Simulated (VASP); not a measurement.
# Zr3F2 (R-3m) in VASP: single point with PBE

Aim: the single point of Zr3F2 with PBE.

Program: VASP 6.6.1. These are calculated values, not measurements. Logs are shortened: lines on timing, memory, paths and dates and some standing lists are left out, and cuts for length are marked.

## (1) The cell of the first run

Symmetry: R-3m, No. 166, trigonal system. Conventional cell: a = 4.624 Å, b = 4.624 Å, c = 17.611 Å, α = 90.00°, β = 90.00°, γ = 120.00°. Zr (site symmetry 3m) has 6 Zr at 2.85 to 3.32 Å and 3 F at 2.89 Å within 3.7 Å. Zr (site symmetry -3m) has 2 F at 2.10 Å within 2.8 Å. Within 2.8 Å of F (site symmetry 3m) lie 1 Zr at 2.10 Å.

## (2) Single point, PBE

INCAR

```
ALGO = Normal ; EDIFF = 1E-6
ENCUT = 520 ; GGA = PE
ISIF = 2 ; ISMEAR = 0
LASPH = True ; LCHARG = False
LREAL = False ; LWAVE = False
NBANDS = 33 ; NELM = 60
PREC = Accurate ; SIGMA = 0.1
```

KPOINTS

```
k-points
0
Gamma
  6 6 6
```

POSCAR

```
Zr3F2
1.0
    2.3119694165      1.3348161650      5.8701943493
   -2.3119694165      1.3348161650      5.8701943493
    0.0000000000     -2.6696323299      5.8701943493
Zr F
3 2
Direct
    0.3892425566      0.3892425566      0.3892425566
    0.6107574434      0.6107574434      0.6107574434
    0.0000000000      0.0000000000      0.0000000000
    0.8809536009      0.8809536009      0.8809536009
    0.1190463991      0.1190463991      0.1190463991
```

Potentials or basis: VASP PAW PBE potentials, release 64 (Zr_sv, F).

On the command line:

```console
$ cat potpaw_PBE.64/Zr_sv/POTCAR potpaw_PBE.64/F/POTCAR > POTCAR
$ mpirun -np 1 vasp_std > vasp.out
```

OUTCAR:

```text
EDIFF = 1E-6
   ENCUT = 520
   GGA = PE
   ISIF = 2
   ISMEAR = 0
   LASPH = True
   LREAL = False
   NELM = 60
   PREC = Accurate

 ion  position               nearest neighbor table
   1  0.389  0.389  0.389-   3 2.85   3 2.85   3 2.85   5 2.89   5 2.89   5 2.89   2 3.32   2 3.32
                             2 3.32
   2  0.611  0.611  0.611-   3 2.85   3 2.85   3 2.85   4 2.89   4 2.89   4 2.89   1 3.32   1 3.32
                             1 3.32
   3  0.000  0.000  0.000-   4 2.10   5 2.10   2 2.85   1 2.85   2 2.85   2 2.85   1 2.85   1 2.85

   4  0.881  0.881  0.881-   3 2.10   2 2.89   2 2.89   2 2.89
   5  0.119  0.119  0.119-   3 2.10   1 2.89   1 2.89   1 2.89

  LATTYP: Found a trigonal (rhomboedric) cell.
 ALAT       =     6.4487299894
 COS(alpha) =     0.7429333259

  Lattice vectors:

 A1 = (   2.3119694165,   1.3348161650,   5.8701943493)
 A2 = (  -2.3119694165,   1.3348161650,   5.8701943493)
 A3 = (   0.0000000000,  -2.6696323299,   5.8701943493)

Analysis of symmetry for initial positions (statically):
=====================================================================
 Subroutine PRICEL returns:
 Original cell was already a primitive cell.

 Routine SETGRP: Setting up the symmetry group for a
 trigonal (rhombohedral) supercell.

 Subroutine GETGRP returns: Found 12 space group operations
 (whereof 12 operations were pure point group operations)
 out of a pool of 12 trial point group operations.

The static configuration has the point symmetry D_3d.

Analysis of symmetry for dynamics (positions and initial velocities):
=====================================================================
 Subroutine PRICEL returns:
 Original cell was already a primitive cell.

 Routine SETGRP: Setting up the symmetry group for a
 trigonal (rhombohedral) supercell.

 Subroutine GETGRP returns: Found 12 space group operations
 (whereof 12 operations were pure point group operations)
 out of a pool of 12 trial point group operations.

The dynamic configuration has the point symmetry D_3d.

 Subroutine INISYM returns: Found 12 space group operations
 (whereof 12 operations are pure point group operations),
 and found     1 'primitive' translations

----------------------------------------------------------------------------------------

                                     Primitive cell

  volume of cell :     108.6944

  direct lattice vectors                    reciprocal lattice vectors
     2.311969417  1.334816165  5.870194349     0.216265837  0.124861139  0.056784037
    -2.311969417  1.334816165  5.870194349    -0.216265837  0.124861139  0.056784037
     0.000000000 -2.669632330  5.870194349     0.000000000 -0.249722278  0.056784037

  length of vectors
     6.448729989  6.448729989  6.448729989     0.256096941  0.256096941  0.256096941

  position of ions in fractional coordinates (direct lattice)
     0.389242557  0.389242557  0.389242557
     0.610757443  0.610757443  0.610757443
     0.000000000  0.000000000  0.000000000
     0.880953601  0.880953601  0.880953601
     0.119046399  0.119046399  0.119046399

  ion indices of the primitive-cell ions
   primitive index   ion index
                 1           1
                 2           2
                 3           3
                 4           4
                 5           5

----------------------------------------------------------------------------------------

 KPOINTS: k-points

Automatic generation of k-mesh.
 Grid dimensions read from file:
 generate k-points for:    6    6    6

 Generating k-lattice:

  Cartesian coordinates                     Fractional coordinates (reciprocal lattice)
     0.036044306  0.020810190  0.009464006     0.166666667 -0.000000000 -0.000000000
    -0.036044306  0.020810190  0.009464006    -0.000000000  0.166666667 -0.000000000
     0.000000000 -0.041620380  0.009464006     0.000000000  0.000000000  0.166666667

  Length of vectors
     0.042682823  0.042682823  0.042682823

  Shift w.r.t. Gamma in fractional coordinates (k-lattice)
     0.000000000  0.000000000  0.000000000

 Subroutine IBZKPT returns following result:
 ===========================================

 Found     32 irreducible k-points:

 Following reciprocal coordinates:
            Coordinates               Weight
  0.000000  0.000000  0.000000      1.000000
  0.166667  0.000000  0.000000      6.000000
  0.333333  0.000000  0.000000      6.000000
  0.500000  0.000000  0.000000      3.000000
  0.166667  0.166667  0.000000      6.000000
  0.333333  0.166667 -0.000000     12.000000
[... 16 lines left out ...]
  0.500000  0.500000  0.166667      6.000000
 -0.333333  0.500000  0.166667     12.000000
 [... further k-points ...]
   k-points           NKPTS =     32   k-points in BZ     NKDIM =     32   number of bands    NBANDS=     33
   number of dos      NEDOS =    301   number of ions     NIONS =      5
   total plane-waves  NPLWV = 110592
   dimension x,y,z NGX =    48 NGY =   48 NGZ =   48
   dimension x,y,z NGXF=    96 NGYF=   96 NGZF=   96
   ions per type =               3   2
   NGX,Y,Z   is equivalent  to a cutoff of  12.37, 12.37, 12.37 a.u.
   NGXF,Y,Z  is equivalent  to a cutoff of  24.75, 24.75, 24.75 a.u.
 SYSTEM =  unknown system
   PREC   = accura    normal or accurate (medium, high low for compatibility)
   ISTART =      0    job   : 0-new  1-cont  2-samecut
   ICHARG =      2    charge: 1-file 2-atom 10-const
   ISPIN  =      1    spin polarized calculation?
   LNONCOLLINEAR =      F non collinear calculations
   LSORBIT =      F    spin-orbit coupling
   LASPH  =      T    aspherical Exc in radial PAW
   ENCUT  =  520.0 eV  38.22 Ry    6.18 a.u.  11.99 11.99 11.99*2*pi/ulx,y,z
   NELM   =     60;   NELMIN=  2; NELMDL= -5     # of ELM steps
   EDIFF  = 0.1E-05   stopping-criterion for ELM
   LREAL  =      F    real-space projection
   EDIFFG = 0.1E-04   stopping-criterion for IOM
   NSW    =      0    number of steps for IOM
   IBRION =     -1    ionic relax: 0-MD 1-quasi-New 2-CG
   NFREE  =      0    steps in history (QN), initial steepest desc. (CG)
   ISIF   =      2    stress and relaxation
   ISYM   =      2    0-nonsym 1-usesym 2-fastsym
   POTIM  = 0.5000    time-step for ionic-motion
   TEBEG  =    0.0;   TEEND  =   0.0 temperature during run
   PSTRESS=    0.0 pullay stress
   NELECT =      50.0000    total number of electrons
   NUPDOWN=      -1.0000    fix difference up-down
   EMIN   =  10.00;   EMAX   =-10.00  energy-range for DOS
   EFERMI =   0.00;   METHOD = LEGACY
   ISMEAR =     0;   SIGMA  =   0.10  broadening in eV -4-tet -1-fermi 0-gaus
   EFERMI_NEDOS =   21; number of points for ismear=-14 and -15
   IALGO  =     38    algorithm
   IMIX   =      4    mixing-type and parameters
     AMIX     =   0.40;   BMIX     =  1.00
     AMIX_MAG =   1.60;   BMIX_MAG =  1.00
  volume/ion in A,a.u.               =      21.74       146.70
  Fermi-wavevector in a.u.,A,eV,Ry     =   1.263754  2.388148 21.729500  1.597073
  Thomas-Fermi vector in A             =   2.397094
   LORBIT       =      0    0 simple, 1 ext, 2 COOP (PROOUT), +10 PAW based schemes
   GGA     = PE    functional components
   LHFCALC =     F    Hartree Fock is set to
   AEXX    =    0.0000 exact exchange contribution
   IVDW    =     0    specifies the selected vdW correction
   LEPSILON=     F    determine dielectric tensor
   LRPA    =     F    only Hartree local field effects (RPA)
 non-spin polarized calculation
 Gauss-broadening in eV      SIGMA  =   0.10
  energy-cutoff  :      520.00
  volume of cell :      108.69
 maximum number of plane-waves:      2962
   NGX = 23   NGY = 23   NGZ = 23

 number of electron      50.0000003 magnetization

 Free energy of the ion-electron system (eV)
  ---------------------------------------------------
  ext. energy  EPLUGINS =         0.00000000
  ---------------------------------------------------
  free energy    TOTEN  =       -33.29500031 eV

  energy without entropy =      -33.27356636  energy(sigma->0) =      -33.28428334

 E-fermi :   5.5946     XC(G=0):  -9.5075

 val. band max:        5.5850497152   @ k =   0.5000   0.5000   0.3333
 cond. band min:       5.6007104782   @ k =   0.3333   0.0000   0.0000
 fundamental gap:      0.0156607630
 Fermi energy:         5.5945611263

 k-point     1 :       0.0000    0.0000    0.0000
  band No.  band energies     occupation
      1     -43.6339      2.00000
      2     -43.5526      2.00000
      3     -42.6494      2.00000
      4     -21.8511      2.00000
      5     -21.8511      2.00000
      6     -21.7650      2.00000
[... 25 lines left out ...]
     32       8.9501      0.00000
     33       9.4866      0.00000

 k-point     2 :       0.1667    0.0000    0.0000
  band No.  band energies     occupation
      1     -43.6239      2.00000
      2     -43.5551      2.00000
      3     -42.6578      2.00000
      4     -21.9761      2.00000
      5     -21.9315      2.00000
      6     -21.8128      2.00000
[... 25 lines left out ...]
     32       8.8989      0.00000
     33       9.4796      0.00000

 k-point     3 :       0.3333    0.0000    0.0000
  band No.  band energies     occupation
      1     -43.6012      2.00000
      2     -43.5625      2.00000
      3     -42.6751      2.00000
      4     -22.1005      2.00000
      5     -22.0246      2.00000
      6     -21.7814      2.00000
[... 25 lines left out ...]
     32       8.1637      0.00000
     33       8.8782      0.00000

 k-point     4 :       0.5000    0.0000    0.0000
  band No.  band energies     occupation
      1     -43.5846      2.00000
      2     -43.5711      2.00000
      3     -42.6840      2.00000
      4     -22.1389      2.00000
      5     -22.0607      2.00000
      6     -21.7555      2.00000
[... 673 lines left out ...]
     32       8.0336      0.00000
     33       9.0989      0.00000

 k-point    23 :       0.5000    0.5000    0.1667
  band No.  band energies     occupation
      1     -43.5999      2.00000
      2     -43.5638      2.00000
      3     -42.6751      2.00000
      4     -22.1070      2.00000
      5     -22.0265      2.00000
      6     -21.7776      2.00000
[... 25 lines left out ...]
     32       8.0456      0.00000
     33       8.6337      0.00000

 k-point    24 :      -0.3333    0.5000    0.1667
  band No.  band energies     occupation
      1     -43.5859      2.00000
      2     -43.5697      2.00000
      3     -42.6841      2.00000
      4     -22.1288      2.00000
      5     -22.0171      2.00000
      6     -21.8585      2.00000
[... 25 lines left out ...]
     32       8.2639      0.00000
     33       8.8423      0.00000

 [... further k-points ...]
[... 5 lines left out ...]
  --------------------------------------------------------------------------------------
  -------------------------------------------------------------------------------------
  Total        0.0444628      0.0444628      0.3040583      0.0000000      0.0000000      0.0000000
  in kB        0.6553901      0.6553901      4.4818793      0.0000000      0.0000000      0.0000000
  external PRESSURE =       1.9308865 kB  Pullay stress =       0.0000000 kB

 VOLUME and BASIS-vectors are now :
 -----------------------------------------------------------------------------
  energy-cutoff  :      520.00
  volume of cell :      108.69
      direct lattice vectors                 reciprocal lattice vectors
     2.311969417  1.334816165  5.870194349     0.216265837  0.124861139  0.056784037
    -2.311969417  1.334816165  5.870194349    -0.216265837  0.124861139  0.056784037
     0.000000000 -2.669632330  5.870194349     0.000000000 -0.249722278  0.056784037

 POSITION                                       TOTAL-FORCE (eV/Angst)
 -----------------------------------------------------------------------------------
      0.00000      0.00000      6.85479        -0.000000      0.000000      0.044774
      0.00000      0.00000     10.75579        -0.000000     -0.000000     -0.044774
      0.00000      0.00000      0.00000         0.000000     -0.000000     -0.000000
      0.00000      0.00000     15.51411        -0.000000     -0.000000     -0.025698
      0.00000      0.00000      2.09648        -0.000000      0.000000      0.025698
 -----------------------------------------------------------------------------------
    total drift:                               -0.000000     -0.000000      0.000000

  FREE ENERGIE OF THE ION-ELECTRON SYSTEM (eV)
  ---------------------------------------------------
  free  energy   TOTEN  =       -33.2950003112 eV

  energy  without entropy=      -33.2735663617  energy(sigma->0) =      -33.28428334
```

Wall time 2.7 min (1 thread of Intel Xeon Platinum 8488C (Sapphire Rapids), shared host); peak memory 0.35 GiB.

What came out:

```
Free energy            : -33.2950 eV
Pressure               : 0.2 GPa
Largest force          : 0.045 eV/Å
Band gap on the k mesh : zero (band 25 reaches 5.82 eV, above the bottom of band 26 at 5.58 eV)
```

Forces on the atoms (eV/Å):
```
Zr   0.000  0.000  0.045
Zr   0.000  0.000 -0.045
Zr   0.000  0.000  0.000
F    0.000  0.000 -0.026
F    0.000  0.000  0.026
```

Stress tensor (GPa, compression positive):
```
0.07 0.00 0.00
0.00 0.07 0.00
0.00 0.00 0.45
```
